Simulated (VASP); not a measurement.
# MgCdO (P4/nmm) in VASP: single point with PBE

Aim: the single point of MgCdO with PBE.

All numbers are computed with VASP 6.6.1; they aren't measurements. Logs are shortened: lines on timing, memory, paths and dates and some standing lists are left out, and cuts for length are marked.

**1. The cell of the first run**

It takes space group P4/nmm (No. 129, tetragonal). Conventional cell: a = 3.612 Å, b = 3.612 Å, c = 6.211 Å, α = 90.00°, β = 90.00°, γ = 90.00°. Mg (site symmetry 4mm) has 6 Cd at 2.86 to 3.35 Å and 4 O at 2.93 Å and 8 Mg at 3.01 to 3.61 Å within 3.8 Å. Cd (site symmetry 4mm) has 4 O at 2.08 Å and 5 Mg at 2.86 Å within 2.9 Å. O (site symmetry -4m2) has 4 Cd at 2.08 Å and 4 O at 2.55 Å within 2.8 Å.

The cell was generated, and may not be a known phase.

**2. Single point, PBE, collinear spin, ferromagnetic start**

INCAR

```
SYSTEM = MgCdO
PREC = Accurate
ENCUT = 840
EDIFF = 1E-6
ISMEAR = 0
SIGMA = 0.1
LREAL = .FALSE.
LASPH = .TRUE.
NELM = 200
ALGO = Normal
ISIF = 2
LWAVE = .FALSE.
LCHARG = .TRUE.
ISPIN = 2
MAGMOM = 0 0 0 0 1 1
LORBIT = 11
GGA = PE
LELF = .TRUE.
LVHAR = .TRUE.
NBANDS = 49
GGA_COMPAT = .FALSE.
```

KPOINTS

```
regular mesh
0
G
  6 6 4
  0 0 0
```

POSCAR

```
MgCdO
1.0
    3.6122716100      0.0000000000      0.0000000000
    0.0000000000      3.6122716100      0.0000000000
    0.0000000000      0.0000000000      6.2113693400
Mg Cd O
2 2 2
Direct
    0.0000000000      0.5000000000      0.6277660100
    0.5000000000      0.0000000000      0.3722339900
    0.0000000000      0.5000000000      0.1668660000
    0.5000000000      0.0000000000      0.8331340000
    0.0000000000      0.0000000000      0.0000000000
    0.5000000000      0.5000000000      0.0000000000
```

Potentials or basis: VASP PAW PBE potentials, release 64 (Mg_sv, Cd_sv_GW, O).

Run with:

```console
$ cat potpaw_PBE.64/Mg_sv/POTCAR potpaw_PBE.64/Cd_sv_GW/POTCAR potpaw_PBE.64/O/POTCAR > POTCAR
$ mpirun -np 1 vasp_std > vasp.out
```

OUTCAR:

```text
SYSTEM = MgCdO
   PREC = Accurate
   ENCUT = 840
   EDIFF = 1E-6
   ISMEAR = 0
   LREAL = .FALSE.
   LASPH = .TRUE.
   NELM = 200
   ISIF = 2
   ISPIN = 2
   LORBIT = 11
   GGA = PE

 ion  position               nearest neighbor table
   1  0.000  0.500  0.628-
   2  0.500  0.000  0.372-
   3  0.000  0.500  0.167-   5 2.08   6 2.08   5 2.08   6 2.08
   4  0.500  0.000  0.833-   5 2.08   6 2.08   6 2.08   5 2.08
   5  0.000  0.000  0.000-   3 2.08   4 2.08   3 2.08   4 2.08
   6  0.500  0.500  0.000-   3 2.08   4 2.08   4 2.08   3 2.08

  LATTYP: Found a simple tetragonal cell.
 ALAT       =     3.6122716100
 C/A-ratio  =     1.7195189096

  Lattice vectors:

 A1 = (   3.6122716100,   0.0000000000,   0.0000000000)
 A2 = (   0.0000000000,   3.6122716100,   0.0000000000)
 A3 = (   0.0000000000,   0.0000000000,   6.2113693400)

Analysis of symmetry for initial positions (statically):
=====================================================================
 Subroutine PRICEL returns:
 Original cell was already a primitive cell.

 Routine SETGRP: Setting up the symmetry group for a
 simple tetragonal supercell.

 Subroutine GETGRP returns: Found 16 space group operations
 (whereof  8 operations were pure point group operations)
 out of a pool of 16 trial point group operations.

The static configuration has the point symmetry D_2d.
 The point group associated with its full space group is D_4h.

Analysis of symmetry for dynamics (positions and initial velocities):
=====================================================================
 Subroutine PRICEL returns:
 Original cell was already a primitive cell.

 Routine SETGRP: Setting up the symmetry group for a
 simple tetragonal supercell.

 Subroutine GETGRP returns: Found 16 space group operations
 (whereof  8 operations were pure point group operations)
 out of a pool of 16 trial point group operations.

The dynamic configuration has the point symmetry D_2d.
 The point group associated with its full space group is D_4h.

Analysis of structural, dynamic, and magnetic symmetry:
=====================================================================
 Subroutine PRICEL returns:
 Original cell was already a primitive cell.

 Routine SETGRP: Setting up the symmetry group for a
 simple tetragonal supercell.

 Subroutine GETGRP returns: Found 16 space group operations
 (whereof  8 operations were pure point group operations)
 out of a pool of 16 trial point group operations.

The overall configuration has the point symmetry D_2d.
 The point group associated with its full space group is D_4h.

 Subroutine INISYM returns: Found 16 space group operations
 (whereof  8 operations are pure point group operations),
 and found     1 'primitive' translations

----------------------------------------------------------------------------------------

                                     Primitive cell

  volume of cell :      81.0491

  direct lattice vectors                    reciprocal lattice vectors
     3.612271610  0.000000000  0.000000000     0.276834111  0.000000000  0.000000000
     0.000000000  3.612271610  0.000000000     0.000000000  0.276834111  0.000000000
     0.000000000  0.000000000  6.211369340     0.000000000  0.000000000  0.160995095

  length of vectors
     3.612271610  3.612271610  6.211369340     0.276834111  0.276834111  0.160995095

  position of ions in fractional coordinates (direct lattice)
     0.000000000  0.500000000  0.627766010
     0.500000000  0.000000000  0.372233990
     0.000000000  0.500000000  0.166866000
     0.500000000  0.000000000  0.833134000
     0.000000000  0.000000000  0.000000000
     0.500000000  0.500000000  0.000000000

  ion indices of the primitive-cell ions
   primitive index   ion index
                 1           1
                 2           2
                 3           3
                 4           4
                 5           5
                 6           6

----------------------------------------------------------------------------------------

 KPOINTS: regular mesh
[... 51 lines left out ...]
   number of dos      NEDOS =    301   number of ions     NIONS =      6
   total plane-waves  NPLWV =  77760
   dimension x,y,z NGX =    36 NGY =   36 NGZ =   60
   dimension x,y,z NGXF=    72 NGYF=   72 NGZF=  120
   ions per type =               2   2   2
   NGX,Y,Z   is equivalent  to a cutoff of  16.57, 16.57, 16.06 a.u.
   NGXF,Y,Z  is equivalent  to a cutoff of  33.14, 33.14, 32.12 a.u.
 SYSTEM =  MgCdO
   PREC   = accura    normal or accurate (medium, high low for compatibility)
   ISTART =      0    job   : 0-new  1-cont  2-samecut
   ICHARG =      2    charge: 1-file 2-atom 10-const
   ISPIN  =      2    spin polarized calculation?
   LNONCOLLINEAR =      F non collinear calculations
   LSORBIT =      F    spin-orbit coupling
   LASPH  =      T    aspherical Exc in radial PAW
   ENCUT  =  840.0 eV  61.74 Ry    7.86 a.u.   8.54  8.54 14.68*2*pi/ulx,y,z
   NELM   =    200;   NELMIN=  2; NELMDL= -5     # of ELM steps
   EDIFF  = 0.1E-05   stopping-criterion for ELM
   LREAL  =      F    real-space projection
   EDIFFG = 0.1E-04   stopping-criterion for IOM
   NSW    =      0    number of steps for IOM
   IBRION =     -1    ionic relax: 0-MD 1-quasi-New 2-CG
   NFREE  =      0    steps in history (QN), initial steepest desc. (CG)
   ISIF   =      2    stress and relaxation
   ISYM   =      2    0-nonsym 1-usesym 2-fastsym
   POTIM  = 0.5000    time-step for ionic-motion
   TEBEG  =    0.0;   TEEND  =   0.0 temperature during run
   PSTRESS=    0.0 pullay stress
   NELECT =      72.0000    total number of electrons
   NUPDOWN=      -1.0000    fix difference up-down
   EMIN   =  10.00;   EMAX   =-10.00  energy-range for DOS
   EFERMI =   0.00;   METHOD = LEGACY
   ISMEAR =     0;   SIGMA  =   0.10  broadening in eV -4-tet -1-fermi 0-gaus
   EFERMI_NEDOS =   21; number of points for ismear=-14 and -15
   IALGO  =     38    algorithm
   IMIX   =      4    mixing-type and parameters
     AMIX     =   0.40;   BMIX     =  1.00
     AMIX_MAG =   1.60;   BMIX_MAG =  1.00
  volume/ion in A,a.u.               =      13.51        91.16
  Fermi-wavevector in a.u.,A,eV,Ry     =   1.573752  2.973960 33.697484  2.476695
  Thomas-Fermi vector in A             =   2.674989
   LORBIT       =     11    0 simple, 1 ext, 2 COOP (PROOUT), +10 PAW based schemes
   GGA     = PE    functional components
   LHFCALC =     F    Hartree Fock is set to
   AEXX    =    0.0000 exact exchange contribution
   IVDW    =     0    specifies the selected vdW correction
   LEPSILON=     F    determine dielectric tensor
   LRPA    =     F    only Hartree local field effects (RPA)
 spin polarized calculation
 Gauss-broadening in eV      SIGMA  =   0.10
  energy-cutoff  :      840.00
  volume of cell :       81.05
 maximum number of plane-waves:      4512
 NGX is ok and might be reduce to    36
   NGX = 17   NGY = 17   NGZ = 29

 number of electron      71.9999989 magnetization       0.0004457

 number of electron      71.9999989 magnetization      -0.0001257

 Free energy of the ion-electron system (eV)
  ---------------------------------------------------
  ext. energy  EPLUGINS =         0.00000000
  ---------------------------------------------------
  free energy    TOTEN  =       -15.50178604 eV

  energy without entropy =      -15.49821215  energy(sigma->0) =      -15.49999910

 E-fermi :   6.2904     XC(G=0): -11.3245

 val. band max:        5.9677252160   @ k =   0.3333   0.3333   0.0000
 cond. band min:       6.3054060984   @ k =   0.3333   0.0000   0.5000
 fundamental gap:      0.3376808823
 Fermi energy:         6.2904329331

 spin component 1

 k-point     1 :       0.0000    0.0000    0.0000
  band No.  band energies     occupation
      1     -95.9532      1.00000
      2     -95.9522      1.00000
      3     -70.2834      1.00000
      4     -70.2790      1.00000
      5     -57.0700      1.00000
      6     -57.0613      1.00000
[... 1213 lines left out ...]
     47      16.7268      0.00000
     48      16.7268      0.00000

 [... further k-points ...]

 spin component 2

 k-point     1 :       0.0000    0.0000    0.0000
  band No.  band energies     occupation
      1     -95.9532      1.00000
      2     -95.9522      1.00000
      3     -70.2834      1.00000
      4     -70.2791      1.00000
      5     -57.0700      1.00000
      6     -57.0613      1.00000
[... 1213 lines left out ...]
     47      16.7268      0.00000
     48      16.7268      0.00000

 [... further k-points ...]

 [bands above 48 left out]

------------------------ aborting loop because EDIFF is reached ----------------------------------------

  FORCE on cell =-STRESS in cart. coord.  units (eV):
  Direction    XX          YY          ZZ          XY          YZ          ZX
  --------------------------------------------------------------------------------------
  -------------------------------------------------------------------------------------
  Total       20.1613240     20.1613240      9.3438439      0.0000000      0.0000000     -0.0000000
  in kB      398.5487771    398.5487771    184.7089782      0.0000000      0.0000000     -0.0000000
  external PRESSURE =     327.2688441 kB  Pullay stress =       0.0000000 kB

 VOLUME and BASIS-vectors are now :
 -----------------------------------------------------------------------------
  energy-cutoff  :      840.00
  volume of cell :       81.05
      direct lattice vectors                 reciprocal lattice vectors
     3.612271610  0.000000000  0.000000000     0.276834111  0.000000000  0.000000000
     0.000000000  3.612271610  0.000000000     0.000000000  0.276834111  0.000000000
     0.000000000  0.000000000  6.211369340     0.000000000  0.000000000  0.160995095

 POSITION                                       TOTAL-FORCE (eV/Angst)
 -----------------------------------------------------------------------------------
      0.00000      1.80614      3.89929        -0.000000      0.000000      0.481407
      1.80614      0.00000      2.31208        -0.000000      0.000000     -0.481407
      0.00000      1.80614      1.03647        -0.000000      0.000000      3.249901
      1.80614      0.00000      5.17490         0.000000      0.000000     -3.249901
      0.00000      0.00000      0.00000        -0.000000      0.000000      0.000000
      1.80614      1.80614      0.00000        -0.000000     -0.000000      0.000000
 -----------------------------------------------------------------------------------
    total drift:                                0.000000      0.000000      0.000000

  FREE ENERGIE OF THE ION-ELECTRON SYSTEM (eV)
  ---------------------------------------------------
  free  energy   TOTEN  =       -15.5017860397 eV

  energy  without entropy=      -15.4982121542  energy(sigma->0) =      -15.49999910

 total charge

# of ion       s       p       d       f       tot
--------------------------------------------------
    1        2.104   5.991   0.012   0.000   8.107
    2        2.104   5.991   0.012   0.000   8.107
    3        2.302   6.344   9.142   0.030  17.818
    4        2.302   6.344   9.142   0.030  17.818
    5        1.589   3.473   0.000   0.000   5.063
    6        1.589   3.473   0.000   0.000   5.063
--------------------------------------------------
tot         11.991  31.616  18.308   0.061  61.976

 magnetization (x)

# of ion       s       p       d       f       tot
--------------------------------------------------
    1       -0.000  -0.000  -0.000   0.000  -0.000
    2       -0.000  -0.000  -0.000   0.000  -0.000
    3        0.000   0.000  -0.000   0.000   0.000
    4        0.000   0.000  -0.000   0.000   0.000
    5       -0.000  -0.000   0.000   0.000  -0.000
    6       -0.000  -0.000   0.000   0.000  -0.000
--------------------------------------------------
tot         -0.000  -0.000  -0.000   0.000  -0.000
```

Run time: 4.3 min. Hardware: 1 thread of Intel Xeon 6975P-C (Granite Rapids), shared host; peak memory 0.58 GiB.

What came out:

```
Free energy                                           : -15.5018 eV
Pressure                                              : 32.7 GPa
Largest force                                         : 3.250 eV/Å
Band gap on the k mesh                                : zero (filled and empty bands overlap)
Net moment                                            : 0.00 μB per cell
Valence electrons inside the program's atomic spheres : Mg 8.11; Cd 17.82; O 5.06
```

Forces in eV/Å, atoms in the order of the input:
```
Mg   0.000  0.000  0.481
Mg   0.000  0.000 -0.481
Cd   0.000  0.000  3.250
Cd   0.000  0.000 -3.250
O    0.000  0.000  0.000
O    0.000  0.000  0.000
```

Levels at points of the mesh, in eV from the Fermi level:
Spin up:
| k point | band 33 | band 34 | band 35 | band 36 | band 37 | band 38 | band 39 | band 40 |
| --- | --- | --- | --- | --- | --- | --- | --- | --- |
| (0.00, 0.00, 0.00) | -1.38 | -1.38 | -1.06 | 0.20 | 2.08 | 4.47 | 4.47 | 4.48 |
| (0.50, 0.00, 0.00) | -2.85 | -2.85 | -2.44 | -2.44 | 1.92 | 1.92 | 5.42 | 5.42 |
| (0.50, 0.50, 0.00) | -0.95 | -0.95 | -0.72 | -0.72 | -0.52 | -0.52 | 2.79 | 2.79 |
| (0.00, 0.00, 0.50) | -2.90 | -1.40 | -1.40 | -1.07 | 3.74 | 3.74 | 4.69 | 4.95 |
| (0.50, 0.00, 0.50) | -2.44 | -2.44 | -1.94 | -1.94 | 1.01 | 1.01 | 5.97 | 5.97 |
| (0.50, 0.50, 0.50) | -1.26 | -1.26 | -0.52 | -0.52 | 0.14 | 0.14 | 2.84 | 2.84 |
Spin down:
| k point | band 33 | band 34 | band 35 | band 36 | band 37 | band 38 | band 39 | band 40 |
| --- | --- | --- | --- | --- | --- | --- | --- | --- |
| (0.00, 0.00, 0.00) | -1.38 | -1.38 | -1.06 | 0.20 | 2.08 | 4.47 | 4.47 | 4.48 |
| (0.50, 0.00, 0.00) | -2.85 | -2.85 | -2.44 | -2.44 | 1.92 | 1.92 | 5.42 | 5.42 |
| (0.50, 0.50, 0.00) | -0.95 | -0.95 | -0.72 | -0.72 | -0.52 | -0.52 | 2.79 | 2.79 |
| (0.00, 0.00, 0.50) | -2.90 | -1.40 | -1.40 | -1.07 | 3.74 | 3.74 | 4.69 | 4.95 |
| (0.50, 0.00, 0.50) | -2.44 | -2.44 | -1.94 | -1.94 | 1.01 | 1.01 | 5.97 | 5.97 |
| (0.50, 0.50, 0.50) | -1.26 | -1.26 | -0.52 | -0.52 | 0.14 | 0.14 | 2.84 | 2.84 |

Caveat: the stress differs along the axes, from 18 to 40 GPa; forces of over 1 eV/Å act on the atoms, so gaps and moduli don't describe the material at rest.

The gap in the log of VASP goes by the Fermi energy; the results here count the filled bands.